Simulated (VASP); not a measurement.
# HgTe (F-43m) in VASP: further runs, part 2 of 3

VASP 6.6.1.

### 3 Electric field gradients, PBEsol (volume scaled by 1.04)

Contents of INCAR:

```
PREC     = Accurate       # precision mode
ENCUT    = 520            # plane-wave cutoff, eV
EDIFF    = 1E-8           # SCF threshold, eV
ISMEAR   = -1             # smearing method
SIGMA    = 0.05           # smearing width, eV
LREAL    = False          # projectors in reciprocal space
LASPH    = True           # aspherical terms in the spheres
NELM     = 80             # most SCF steps
ALGO     = Normal         # electronic algorithm
ISIF     = 2              # what is computed and relaxed
LWAVE    = False          # write WAVECAR
LCHARG   = False          # write CHGCAR
GGA      = PS             # functional
LEFG     = True         
NBANDS   = 16             # bands
```

Contents of KPOINTS:

```
Automatic mesh
0
Gamma
  9 9 9
```

Contents of POSCAR:

```
HgTe
1.0
    0.0000000000      3.2659193382      3.2659193382
    3.2659193382      0.0000000000      3.2659193382
    3.2659193382      3.2659193382      0.0000000000
Hg Te
1 1
Direct
    0.0000000000      0.0000000000      0.0000000000
    0.7500000000      0.7500000000      0.7500000000
```

Potentials or basis: VASP PAW PBE potentials, release 64 (Hg, Te).

Run with:

```sh
cat potpaw_PBE.64/Hg/POTCAR potpaw_PBE.64/Te/POTCAR > POTCAR
mpirun -np 1 vasp_std > vasp.out
```

OUTCAR:

```text
PREC = Accurate
   ENCUT = 520
   EDIFF = 1E-8
   ISMEAR = -1
   LREAL = False
   LASPH = True
   NELM = 80
   ISIF = 2
   GGA = PS

 ion  position               nearest neighbor table
   1  0.000  0.000  0.000-   2 2.83   2 2.83   2 2.83   2 2.83
   2  0.750  0.750  0.750-   1 2.83   1 2.83   1 2.83   1 2.83

  LATTYP: Found a face centered cubic cell.
 ALAT       =     6.5318386764

  Lattice vectors:

 A1 = (   0.0000000000,   3.2659193382,   3.2659193382)
 A2 = (   3.2659193382,   0.0000000000,   3.2659193382)
 A3 = (   3.2659193382,   3.2659193382,   0.0000000000)

Analysis of symmetry for initial positions (statically):
=====================================================================
 Subroutine PRICEL returns:
 Original cell was already a primitive cell.

 Routine SETGRP: Setting up the symmetry group for a
 face centered cubic supercell.

 Subroutine GETGRP returns: Found 24 space group operations
 (whereof 24 operations were pure point group operations)
 out of a pool of 48 trial point group operations.

The static configuration has the point symmetry T_d .

Analysis of symmetry for dynamics (positions and initial velocities):
=====================================================================
 Subroutine PRICEL returns:
 Original cell was already a primitive cell.

 Routine SETGRP: Setting up the symmetry group for a
 face centered cubic supercell.

 Subroutine GETGRP returns: Found 24 space group operations
 (whereof 24 operations were pure point group operations)
 out of a pool of 48 trial point group operations.

The dynamic configuration has the point symmetry T_d .

 Subroutine INISYM returns: Found 24 space group operations
 (whereof 24 operations are pure point group operations),
 and found     1 'primitive' translations

----------------------------------------------------------------------------------------

                                     Primitive cell

  volume of cell :      69.6701

  direct lattice vectors                    reciprocal lattice vectors
     0.000000000  3.265919338  3.265919338    -0.153096249  0.153096249  0.153096249
     3.265919338  0.000000000  3.265919338     0.153096249 -0.153096249  0.153096249
     3.265919338  3.265919338  0.000000000     0.153096249  0.153096249 -0.153096249

  length of vectors
     4.618707422  4.618707422  4.618707422     0.265170482  0.265170482  0.265170482

  position of ions in fractional coordinates (direct lattice)
     0.000000000  0.000000000  0.000000000
     0.750000000  0.750000000  0.750000000

  ion indices of the primitive-cell ions
   primitive index   ion index
                 1           1
                 2           2

----------------------------------------------------------------------------------------

 KPOINTS: Automatic mesh

Automatic generation of k-mesh.
 Grid dimensions read from file:
 generate k-points for:    9    9    9

 Generating k-lattice:

[... 63 lines left out ...]
   EDIFFG = 0.1E-06   stopping-criterion for IOM
   NSW    =      0    number of steps for IOM
   IBRION =     -1    ionic relax: 0-MD 1-quasi-New 2-CG
   NFREE  =      0    steps in history (QN), initial steepest desc. (CG)
   ISIF   =      2    stress and relaxation
   ISYM   =      2    0-nonsym 1-usesym 2-fastsym
   POTIM  = 0.5000    time-step for ionic-motion
   TEBEG  =    0.0;   TEEND  =   0.0 temperature during run
   PSTRESS=    0.0 pullay stress
   NELECT =      18.0000    total number of electrons
   NUPDOWN=      -1.0000    fix difference up-down
   EMIN   =  10.00;   EMAX   =-10.00  energy-range for DOS
   EFERMI =   0.00;   METHOD = LEGACY
   ISMEAR =    -1;   SIGMA  =   0.05  broadening in eV -4-tet -1-fermi 0-gaus
   EFERMI_NEDOS =   21; number of points for ismear=-14 and -15
   IALGO  =     38    algorithm
   IMIX   =      4    mixing-type and parameters
     AMIX     =   0.40;   BMIX     =  1.00
     AMIX_MAG =   1.60;   BMIX_MAG =  1.00
  volume/ion in A,a.u.               =      34.84       235.08
  Fermi-wavevector in a.u.,A,eV,Ry     =   1.042678  1.970376 14.791947  1.087177
  Thomas-Fermi vector in A             =   2.177354
   LORBIT       =      0    0 simple, 1 ext, 2 COOP (PROOUT), +10 PAW based schemes
   GGA     = PS    functional components
   LHFCALC =     F    Hartree Fock is set to
   AEXX    =    0.0000 exact exchange contribution
   IVDW    =     0    specifies the selected vdW correction
   LEPSILON=     F    determine dielectric tensor
   LRPA    =     F    only Hartree local field effects (RPA)
 non-spin polarized calculation
  energy-cutoff  :      520.00
  volume of cell :       69.67
 maximum number of plane-waves:      1893
   NGX = 17   NGY = 17   NGZ = 17

 number of electron      18.0000002 magnetization

 Free energy of the ion-electron system (eV)
  ---------------------------------------------------
  ext. energy  EPLUGINS =         0.00000000
  ---------------------------------------------------
  free energy    TOTEN  =        -4.37603758 eV

  energy without entropy =       -4.37555507  energy(sigma->0) =       -4.37579633

 E-fermi :   2.6933     XC(G=0):  -8.7945

 val. band max:        2.6267717449   @ k =   0.0000   0.0000   0.0000
 cond. band min:       3.1538739186   @ k =   0.1111   0.0000   0.0000
 fundamental gap:      0.5271021737
 Fermi energy:         2.6933175566

 k-point     1 :       0.0000    0.0000    0.0000
  band No.  band energies     occupation
      1      -9.1758      2.00000
      2      -4.5397      2.00000
      3      -4.5397      2.00000
      4      -4.5397      2.00000
      5      -4.0414      2.00000
      6      -4.0414      2.00000
[... 433 lines left out ...]
      3      -4.2325      2.00000
      4      -4.2325      2.00000
      5      -3.9845      2.00000
      6      -3.7216      2.00000
[... 8 lines left out ...]
     15      12.8591      0.00000
     16      14.2612      0.00000

 [... further k-points ...]
[... 5 lines left out ...]
  --------------------------------------------------------------------------------------
  -------------------------------------------------------------------------------------
  Total       -0.1355032     -0.1355032     -0.1355032     -0.0000000      0.0000000     -0.0000000
  in kB       -3.1161172     -3.1161172     -3.1161172     -0.0000000      0.0000000     -0.0000000
  external PRESSURE =      -3.1161172 kB  Pullay stress =       0.0000000 kB

 VOLUME and BASIS-vectors are now :
 -----------------------------------------------------------------------------
  energy-cutoff  :      520.00
  volume of cell :       69.67
      direct lattice vectors                 reciprocal lattice vectors
     0.000000000  3.265919338  3.265919338    -0.153096249  0.153096249  0.153096249
     3.265919338  0.000000000  3.265919338     0.153096249 -0.153096249  0.153096249
     3.265919338  3.265919338  0.000000000     0.153096249  0.153096249 -0.153096249

 POSITION                                       TOTAL-FORCE (eV/Angst)
 -----------------------------------------------------------------------------------
      0.00000      0.00000      0.00000        -0.000000      0.000000     -0.000000
      4.89888      4.89888      4.89888         0.000000     -0.000000      0.000000
 -----------------------------------------------------------------------------------
    total drift:                                0.000000      0.000000      0.000000

  FREE ENERGIE OF THE ION-ELECTRON SYSTEM (eV)
  ---------------------------------------------------
  free  energy   TOTEN  =        -4.3760375819 eV

  energy  without entropy=       -4.3755550694  energy(sigma->0) =       -4.37579633

 Electric field gradients (V/A^2)
---------------------------------------------------------------------
 ion       V_xx      V_yy      V_zz      V_xy      V_xz      V_yz
---------------------------------------------------------------------
   1      -0.000     0.000    -0.000     0.000     0.000     0.000
   2      -0.000     0.000    -0.000    -0.000    -0.000    -0.000
---------------------------------------------------------------------

 Electric field gradients after diagonalization (V/A^2)
 (convention: |V_zz| > |V_xx| > |V_yy|)
----------------------------------------------------------------------
 ion       V_xx      V_yy      V_zz     asymmetry (V_yy - V_xx)/ V_zz
----------------------------------------------------------------------
   1      -0.000    -0.000     0.000       0.000
   2       0.000     0.000    -0.000       0.000
----------------------------------------------------------------------

           NMR quadrupolar parameters

 Cq : quadrupolar parameter    Cq=e*Q*V_zz/h
 eta: asymmetry parameters     (V_yy - V_xx)/ V_zz
 Q  : nuclear electric quadrupole moment in mb (millibarn)
----------------------------------------------------------------------
 ion       Cq(MHz)       eta       Q (mb)
----------------------------------------------------------------------
   1       0.000       0.000       1.000
   2      -0.000       0.000       1.000
----------------------------------------------------------------------
```

Run time: 40 s. Hardware: 1 thread of Intel Xeon Platinum 8375C at 2.90GHz (Ice Lake), shared host; peak memory 0.22 GiB.

Results:

| Item | Value |
| --- | --- |
| Free energy | -4.3760 eV |
| Pressure | -0.3 GPa |
| Band gap on the k mesh | zero (filled and empty bands touch) |

Levels at points of the mesh, in eV from the Fermi level:
| k point | band 5 | band 6 | band 7 | band 8 | band 9 | band 10 | band 11 | band 12 | band 13 | band 14 |
| --- | --- | --- | --- | --- | --- | --- | --- | --- | --- | --- |
| (0.00, 0.00, 0.00) | -6.73 | -6.73 | -0.94 | -0.07 | -0.07 | -0.07 | 4.17 | 4.17 | 4.17 | 6.25 |

Caveat: without QUAD_EFG the Cq values of the log hold for a quadrupole moment of 1 mb, not for the nuclei; the PAW data sets were made with another functional, which shifts forces and pressure a little; spin-orbit coupling is left out, which moves the levels of the heavy elements.

(Continued in part 3 of 3.)
